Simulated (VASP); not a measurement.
# Si5Ge (Cmmm) in VASP: further runs, part 2 of 2

VASP 6.6.1. The steps go on from the part before.

## 3. Relaxation of cell and atoms, PBE

This run uses another cell than the first one, of 15.37 Å³/atom.

Contents of INCAR:

```
SYSTEM = Si5Ge
PREC = Accurate
ENCUT = 600
EDIFF = 1E-7
ISMEAR = 0
SIGMA = 0.1
LREAL = .FALSE.
LASPH = .TRUE.
NELM = 80
ALGO = Normal
ISIF = 3
LWAVE = .FALSE.
LCHARG = .FALSE.
GGA = PE
IBRION = 2
NSW = 90
EDIFFG = -0.04
```

Contents of KPOINTS:

```
Automatic mesh
0
G
  6 6 4
  0 0 0
```

Contents of POSCAR:

```
Si5Ge
1.0
    1.8739356001     -6.5228774427      0.0000000000
    1.8739356001      6.5228774427      0.0000000000
    0.0000000000      0.0000000000      3.7711083086
Si Ge
5 1
Direct
    0.3259881490      0.6740118510      0.0000000000
    0.6740118510      0.3259881490      0.0000000000
    0.5000000000      0.5000000000      0.5000000000
    0.8270461940      0.1729538060      0.5000000000
    0.1729538060      0.8270461940      0.5000000000
    0.0000000000      0.0000000000      0.0000000000
```

Potentials or basis: VASP PAW PBE potentials, release 64 (Si, Ge_d).

Started as:

```console
cat potpaw_PBE.64/Si/POTCAR potpaw_PBE.64/Ge_d/POTCAR > POTCAR
mpirun -np 1 vasp_std > vasp.out
```

OUTCAR:

```text
SYSTEM = Si5Ge
   PREC = Accurate
   ENCUT = 600
   EDIFF = 1E-7
   ISMEAR = 0
   LREAL = .FALSE.
   LASPH = .TRUE.
   NELM = 80
   ISIF = 3
   GGA = PE
   IBRION = 2
   NSW = 90
   EDIFFG = -0.04

 ion  position               nearest neighbor table
   1  0.326  0.674  0.000-   4 2.66   4 2.66   4 2.66   4 2.66   2 2.73   2 2.73   5 2.75   5 2.75
                             6 2.94   6 2.94   3 2.95   3 2.95
   2  0.674  0.326  0.000-   5 2.66   5 2.66   5 2.66   5 2.66   1 2.73   1 2.73   4 2.75   4 2.75
                             6 2.94   6 2.94   3 2.95   3 2.95
   3  0.500  0.500  0.500-   6 2.66   6 2.66   6 2.66   6 2.66   5 2.93   4 2.93   5 2.93   4 2.93
                             1 2.95   1 2.95   2 2.95   2 2.95
   4  0.827  0.173  0.500-   1 2.66   1 2.66   1 2.66   1 2.66   2 2.75   2 2.75   5 2.75   5 2.75
                             3 2.93   3 2.93   6 2.94   6 2.94
   5  0.173  0.827  0.500-   2 2.66   2 2.66   2 2.66   2 2.66   1 2.75   1 2.75   4 2.75   4 2.75
                             3 2.93   3 2.93   6 2.94   6 2.94
   6  0.000  0.000  0.000-   3 2.66   3 2.66   3 2.66   3 2.66   4 2.94   5 2.94   5 2.94   4 2.94
                             2 2.94   1 2.94   2 2.94   1 2.94

  LATTYP: Found a base centered orthorhombic cell.
 ALAT       =     3.7478712002
 B/A-ratio  =     3.4808439748
 C/A-ratio  =     1.0062000819

  Lattice vectors:

 A1 = (   1.8739356001,  -6.5228774427,   0.0000000000)
 A2 = (   1.8739356001,   6.5228774427,   0.0000000000)
 A3 = (   0.0000000000,   0.0000000000,   3.7711083086)

Analysis of symmetry for initial positions (statically):
=====================================================================
 Subroutine PRICEL returns:
 Original cell was already a primitive cell.

 Routine SETGRP: Setting up the symmetry group for a
 base centered orthorhombic supercell.

 Subroutine GETGRP returns: Found  8 space group operations
 (whereof  8 operations were pure point group operations)
 out of a pool of  8 trial point group operations.

The static configuration has the point symmetry D_2h.

Analysis of symmetry for dynamics (positions and initial velocities):
=====================================================================
 Subroutine PRICEL returns:
 Original cell was already a primitive cell.

 Routine SETGRP: Setting up the symmetry group for a
 base centered orthorhombic supercell.

 Subroutine GETGRP returns: Found  8 space group operations
 (whereof  8 operations were pure point group operations)
 out of a pool of  8 trial point group operations.

The dynamic configuration has the point symmetry D_2h.

 Subroutine INISYM returns: Found  8 space group operations
 (whereof  8 operations are pure point group operations),
 and found     1 'primitive' translations

----------------------------------------------------------------------------------------

                                     Primitive cell

  volume of cell :      92.1919

  direct lattice vectors                    reciprocal lattice vectors
     1.873935600 -6.522877443  0.000000000     0.266818134 -0.076653288  0.000000000
     1.873935600  6.522877443  0.000000000     0.266818134  0.076653288  0.000000000
     0.000000000  0.000000000  3.771108309     0.000000000  0.000000000  0.265174033

  length of vectors
     6.786719735  6.786719735  3.771108309     0.277610596  0.277610596  0.265174033

  position of ions in fractional coordinates (direct lattice)
     0.325988149  0.674011851  0.000000000
[... 70 lines left out ...]
   total plane-waves  NPLWV =  87480
   dimension x,y,z NGX =    54 NGY =   54 NGZ =   30
   dimension x,y,z NGXF=   108 NGYF=  108 NGZF=   60
   ions per type =               5   1
   NGX,Y,Z   is equivalent  to a cutoff of  13.23, 13.23, 13.23 a.u.
   NGXF,Y,Z  is equivalent  to a cutoff of  26.46, 26.46, 26.45 a.u.
 SYSTEM =  Si5Ge
   PREC   = accura    normal or accurate (medium, high low for compatibility)
   ISTART =      0    job   : 0-new  1-cont  2-samecut
   ICHARG =      2    charge: 1-file 2-atom 10-const
   ISPIN  =      1    spin polarized calculation?
   LNONCOLLINEAR =      F non collinear calculations
   LSORBIT =      F    spin-orbit coupling
   LASPH  =      T    aspherical Exc in radial PAW
   ENCUT  =  600.0 eV  44.10 Ry    6.64 a.u.  13.55 13.55  7.53*2*pi/ulx,y,z
   NELM   =     80;   NELMIN=  2; NELMDL= -5     # of ELM steps
   EDIFF  = 0.1E-06   stopping-criterion for ELM
   LREAL  =      F    real-space projection
   EDIFFG = -.4E-01   stopping-criterion for IOM
   NSW    =     90    number of steps for IOM
   IBRION =      2    ionic relax: 0-MD 1-quasi-New 2-CG
   NFREE  =      1    steps in history (QN), initial steepest desc. (CG)
   ISIF   =      3    stress and relaxation
   ISYM   =      2    0-nonsym 1-usesym 2-fastsym
   POTIM  = 0.5000    time-step for ionic-motion
   TEBEG  =    0.0;   TEEND  =   0.0 temperature during run
   PSTRESS=    0.0 pullay stress
   NELECT =      34.0000    total number of electrons
   NUPDOWN=      -1.0000    fix difference up-down
   EMIN   =  10.00;   EMAX   =-10.00  energy-range for DOS
   EFERMI =   0.00;   METHOD = LEGACY
   ISMEAR =     0;   SIGMA  =   0.10  broadening in eV -4-tet -1-fermi 0-gaus
   EFERMI_NEDOS =   21; number of points for ismear=-14 and -15
   IALGO  =     38    algorithm
   IMIX   =      4    mixing-type and parameters
     AMIX     =   0.40;   BMIX     =  1.00
     AMIX_MAG =   1.60;   BMIX_MAG =  1.00
  volume/ion in A,a.u.               =      15.37       103.69
  Fermi-wavevector in a.u.,A,eV,Ry     =   1.174006  2.218549 18.752763  1.378289
  Thomas-Fermi vector in A             =   2.310410
   LORBIT       =      0    0 simple, 1 ext, 2 COOP (PROOUT), +10 PAW based schemes
   GGA     = PE    functional components
   LHFCALC =     F    Hartree Fock is set to
   AEXX    =    0.0000 exact exchange contribution
   IVDW    =     0    specifies the selected vdW correction
   LEPSILON=     F    determine dielectric tensor
   LRPA    =     F    only Hartree local field effects (RPA)
 conjugate gradient relaxation of ions
 non-spin polarized calculation
 Gauss-broadening in eV      SIGMA  =   0.10
  energy-cutoff  :      600.00
  volume of cell :       92.19
 maximum number of plane-waves:      3101
   NGX = 27   NGY = 27   NGZ = 15

--------------------------------------- Ionic step        1  -------------------------------------------

 number of electron      33.9999994 magnetization

 Free energy of the ion-electron system (eV)
  ---------------------------------------------------
  ext. energy  EPLUGINS =         0.00000000
  ---------------------------------------------------
  free energy    TOTEN  =       -28.50677456 eV

  energy without entropy =      -28.49208616  energy(sigma->0) =      -28.49943036

------------------------ aborting loop because EDIFF is reached ----------------------------------------

  FORCE on cell =-STRESS in cart. coord.  units (eV):
  Direction    XX          YY          ZZ          XY          YZ          ZX
  --------------------------------------------------------------------------------------
  -------------------------------------------------------------------------------------
  Total        0.4281608      0.3205191      0.8387632      0.0000000      0.0000000      0.0000000
  in kB        7.4408852      5.5702098     14.5766277      0.0000000      0.0000000      0.0000000
  external PRESSURE =       9.1959076 kB  Pullay stress =       0.0000000 kB
[... 67 lines left out ...]
--------------------------------------- Ionic step        3  -------------------------------------------

 number of electron      33.9999997 magnetization

 Free energy of the ion-electron system (eV)
  ---------------------------------------------------
  ext. energy  EPLUGINS =         0.00000000
  ---------------------------------------------------
  free energy    TOTEN  =       -28.51069208 eV

  energy without entropy =      -28.49651403  energy(sigma->0) =      -28.50360305

 E-fermi :   9.1730     XC(G=0): -11.1288

 val. band max:        9.1677799023   @ k =   0.1667   0.0000   0.2500
 cond. band min:       9.2215591522   @ k =  -0.3333   0.3333   0.0000
 fundamental gap:      0.0537792498
 Fermi energy:         9.1730441758

 k-point     1 :       0.0000    0.0000    0.0000
  band No.  band energies     occupation
      1     -15.5846      2.00000
      2     -15.5629      2.00000
      3     -15.5628      2.00000
      4     -15.5407      2.00000
      5     -15.5361      2.00000
      6      -4.8318      2.00000
[... 565 lines left out ...]
     20      11.1903      0.00000
     21      11.5903      0.00000

 [... further k-points ...]

------------------------ aborting loop because EDIFF is reached ----------------------------------------

  FORCE on cell =-STRESS in cart. coord.  units (eV):
  Direction    XX          YY          ZZ          XY          YZ          ZX
  --------------------------------------------------------------------------------------
  -------------------------------------------------------------------------------------
  Total       -0.2262794     -0.0982578      0.1268285     -0.0000000      0.0000000      0.0000000
  in kB       -3.8853112     -1.6871268      2.1776980     -0.0000000      0.0000000      0.0000000
  external PRESSURE =      -1.1315800 kB  Pullay stress =       0.0000000 kB
[... 21 lines left out ...]
  FREE ENERGIE OF THE ION-ELECTRON SYSTEM (eV)
  ---------------------------------------------------
  free  energy   TOTEN  =       -28.5106920802 eV

  energy  without entropy=      -28.4965140252  energy(sigma->0) =      -28.50360305

 reached required accuracy - stopping structural energy minimisation
```

Run time: 4.7 min. Hardware: 1 thread of Intel Xeon Platinum 8488C (Sapphire Rapids), shared host; peak memory 0.34 GiB.

What came out:

| Quantity | Value |
| --- | --- |
| Free energy | -28.5107 eV |
| Relaxed volume | 15.55 Å³/atom |
| Relaxed cell | a = 6.804 Å, b = 6.804 Å, c = 3.795 Å, α = 90.00°, β = 90.00°, γ = 147.92° |
| Space group after relaxing (to 0.1 Å) | Cmmm (No. 65) |
| Energy gained by relaxing | 0.7 meV/atom |
| Ionic steps | 3 |
| Pressure after relaxing | -0.1 GPa |
| Largest force after relaxing | 0.027 eV/Å |
| Band gap on the k mesh | zero (bands 17 and 18 overlap by 3.68 eV) |

Forces in eV/Å, atoms in the order of the input:
```
Si   0.000 -0.019  0.000
Si   0.000  0.019  0.000
Si   0.000  0.000  0.000
Si   0.000 -0.027  0.000
Si   0.000  0.027  0.000
Ge   0.000  0.000  0.000
```

Step by step:
```tsv
step	energy change (eV)	largest force (eV/Å)	pressure (GPa)	volume (Å³)
1	0.0000	0.0489	0.92	92.19
2	-0.0039	0.0261	-0.17	93.37
3	-0.0039	0.0273	-0.11	93.31
```

Final structure:
```xyz
6
Lattice="1.8800 -6.5388 0.0000 1.8800 6.5388 0.0000 0.0000 0.0000 3.7952" Properties=species:S:1:pos:R:3 pbc="T T T"
Si    1.8800    2.2738    0.0000
Si    1.8800   -2.2738    0.0000
Si    1.8800    0.0000    1.8976
Si    1.8800   -4.2792    1.8976
Si    1.8800    4.2792    1.8976
Ge    0.0000    0.0000    0.0000
```

Caveat: the k points lie up to 0.41 Å⁻¹ apart in the final cell, too coarse for converged energies and pressures of a metal.

## 4. Single point, PBE

This run uses another cell than the first one, of 15.63 Å³/atom.

Contents of INCAR:

```
SYSTEM = Si5Ge
PREC     = Accurate       ! precision mode
ENCUT    = 520            ! plane-wave cutoff, eV
EDIFF    = 1E-6           ! SCF threshold, eV
ISMEAR   = 0              ! smearing method
SIGMA    = 0.1            ! smearing width, eV
LREAL    = .False.        ! projectors in reciprocal space
LASPH    = .True.         ! aspherical terms in the spheres
NELM     = 60             ! most SCF steps
ALGO     = Normal         ! electronic algorithm
ISIF     = 2              ! what is computed and relaxed
LWAVE    = .False.        ! write WAVECAR
LCHARG   = .False.        ! write CHGCAR
GGA      = PE             ! functional
NBANDS   = 26             ! bands
```

Contents of KPOINTS:

```
regular mesh
0
Gamma
  10 10 10
  0 0 0
```

Contents of POSCAR:

```
Si5Ge
1.0
    1.8583050530     -6.7018355737      0.0000000000
    1.8583050530      6.7018355737      0.0000000000
    0.0000000000      0.0000000000      3.7657631874
Si Ge
5 1
Direct
    0.3195518493      0.6804481507      0.0000000000
    0.6804481507      0.3195518493      0.0000000000
    0.5000000000      0.5000000000      0.5000000000
    0.8355440318      0.1644559682      0.5000000000
    0.1644559682      0.8355440318      0.5000000000
    0.0000000000      0.0000000000      0.0000000000
```

Potentials or basis: VASP PAW PBE potentials, release 64 (Si, Ge_d).

Started as:

```console
cat potpaw_PBE.64/Si/POTCAR potpaw_PBE.64/Ge_d/POTCAR > POTCAR
mpirun -np 1 vasp_std > vasp.out
```

OUTCAR:

```text
SYSTEM = Si5Ge
   PREC = Accurate
   ENCUT = 520
   EDIFF = 1E-6
   ISMEAR = 0
   LREAL = .False.
   LASPH = .True.
   NELM = 60
   ISIF = 2
   GGA = PE

 ion  position               nearest neighbor table
   1  0.320  0.680  0.000-   2 2.63   2 2.63   4 2.65   4 2.65   4 2.65   4 2.65   5 2.80   5 2.80
                             3 3.07   3 3.07
   2  0.680  0.320  0.000-   1 2.63   1 2.63   5 2.65   5 2.65   5 2.65   5 2.65   4 2.80   4 2.80
                             3 3.07   3 3.07
   3  0.500  0.500  0.500-   6 2.65   6 2.65   6 2.65   6 2.65   5 2.88   4 2.88   5 2.88   4 2.88
                             1 3.07   1 3.07   2 3.07   2 3.07
   4  0.836  0.164  0.500-   1 2.65   1 2.65   1 2.65   1 2.65   2 2.80   2 2.80   3 2.88   3 2.88
                             6 2.90   6 2.90   5 2.95   5 2.95
   5  0.164  0.836  0.500-   2 2.65   2 2.65   2 2.65   2 2.65   1 2.80   1 2.80   3 2.88   3 2.88
                             6 2.90   6 2.90   4 2.95   4 2.95
   6  0.000  0.000  0.000-   3 2.65   3 2.65   3 2.65   3 2.65   4 2.90   5 2.90   5 2.90   4 2.90

  LATTYP: Found a base centered orthorhombic cell.
 ALAT       =     3.7166101060
 B/A-ratio  =     3.6064238016
 C/A-ratio  =     1.0132252456

  Lattice vectors:
[... 192 lines left out ...]
 fundamental gap:      0.0084560866
 Fermi energy:         9.1162208424

 k-point     1 :       0.0000    0.0000    0.0000
  band No.  band energies     occupation
      1     -15.6525      2.00000
      2     -15.6337      2.00000
      3     -15.6274      2.00000
      4     -15.6166      2.00000
      5     -15.6116      2.00000
      6      -4.8554      2.00000
[... 685 lines left out ...]
     25      13.0667      0.00000
     26      13.2956      0.00000

 [... further k-points ...]

------------------------ aborting loop because EDIFF is reached ----------------------------------------

  FORCE on cell =-STRESS in cart. coord.  units (eV):
  Direction    XX          YY          ZZ          XY          YZ          ZX
  --------------------------------------------------------------------------------------
  -------------------------------------------------------------------------------------
  Total       -0.0213248     -0.0045925     -0.0083548     -0.0000000      0.0000000      0.0000000
  in kB       -0.3642516     -0.0784452     -0.1427100     -0.0000000      0.0000000      0.0000000
  external PRESSURE =      -0.1951356 kB  Pullay stress =       0.0000000 kB

 VOLUME and BASIS-vectors are now :
 -----------------------------------------------------------------------------
  energy-cutoff  :      520.00
  volume of cell :       93.80
      direct lattice vectors                 reciprocal lattice vectors
     1.858305053 -6.701835574  0.000000000     0.269062391 -0.074606426  0.000000000
     1.858305053  6.701835574  0.000000000     0.269062391  0.074606426  0.000000000
     0.000000000  0.000000000  3.765763187     0.000000000  0.000000000  0.265550421

 POSITION                                       TOTAL-FORCE (eV/Angst)
 -----------------------------------------------------------------------------------
      1.85831      2.41867      0.00000         0.000000      0.003749     -0.000000
      1.85831     -2.41867      0.00000         0.000000     -0.003749     -0.000000
      1.85831      0.00000      1.88288         0.000000     -0.000000     -0.000000
      1.85831     -4.49752      1.88288         0.000000      0.001450     -0.000000
      1.85831      4.49752      1.88288         0.000000     -0.001450      0.000000
      0.00000      0.00000      0.00000         0.000000      0.000000     -0.000000
 -----------------------------------------------------------------------------------
    total drift:                               -0.000000      0.000000      0.000000

  FREE ENERGIE OF THE ION-ELECTRON SYSTEM (eV)
  ---------------------------------------------------
  free  energy   TOTEN  =       -28.4417501886 eV

  energy  without entropy=      -28.4327932297  energy(sigma->0) =      -28.43727171
```

Wall time 9.1 min (1 thread of Intel Xeon Platinum 8488C (Sapphire Rapids), shared host); peak memory 0.54 GiB.

What came out:

| Quantity | Value |
| --- | --- |
| Free energy | -28.4418 eV |
| Pressure | 0.0 GPa |
| Largest force | 0.004 eV/Å |
| Band gap on the k mesh | zero (bands 17 and 18 overlap by 4.02 eV) |

Forces on the atoms (eV/Å):
```
Si   0.000  0.004  0.000
Si   0.000 -0.004  0.000
Si   0.000  0.000  0.000
Si   0.000  0.001  0.000
Si   0.000 -0.001  0.000
Ge   0.000  0.000  0.000
```

Levels at points of the mesh, in eV from the Fermi level:
| k point | band 15 | band 16 | band 17 | band 18 | band 19 | band 20 |
| --- | --- | --- | --- | --- | --- | --- |
| (0.00, 0.00, 0.00) | -1.61 | -1.26 | -1.16 | -0.95 | 0.31 | 0.51 |
| (0.50, 0.00, 0.00) | -1.57 | -0.28 | -0.12 | 0.08 | 0.11 | 0.92 |
| (0.50, 0.50, 0.00) | -2.60 | -1.44 | -0.75 | 0.51 | 0.68 | 1.31 |
| (0.00, 0.00, 0.50) | -0.41 | -0.06 | 0.02 | 0.08 | 0.09 | 1.41 |
| (0.50, 0.00, 0.50) | -3.73 | -3.66 | -3.60 | 0.51 | 0.82 | 0.88 |
| (0.50, 0.50, 0.50) | -1.58 | -0.25 | -0.18 | 0.97 | 1.32 | 1.35 |

## 5. The runs side by side

| task | cell | k mesh | cutoff (eV) | gap on the mesh (eV) | pressure (GPa) | relaxed volume (Å³/atom) | largest force (eV/Å) |
| --- | --- | --- | --- | --- | --- | --- | --- |
| relaxation of cell and atoms | relaxed from a = 6.224, b = 6.224, c = 4.008 Å, angles 90.0, 90.0, 142.4°, 6 atoms, atomic positions A | 4 × 4 × 4 | 600 | none | -0.1 | 15.43 | 0.03 |
| relaxation of cell and atoms | relaxed from a = 6.787, b = 6.787, c = 3.771 Å, angles 90.0, 90.0, 147.9°, 6 atoms, atomic positions B | 6 × 6 × 4 | 600 | none | -0.1 | 15.55 | 0.03 |
| single point | a = 6.955, b = 6.955, c = 3.766 Å, angles 90.0, 90.0, 149.0°, 6 atoms, atomic positions C | 10 × 10 × 10 | 520 | none | 0.0 | - | - |

Alike in all rows: level PBE; potentials or basis VASP PAW PBE potentials, release 64 (Si, Ge_d); no spin polarisation; smearing gaussian 0.1 eV.

Caveats: some runs use coarse meshes.

Absolute energies hang on the potentials; compare differences alone.
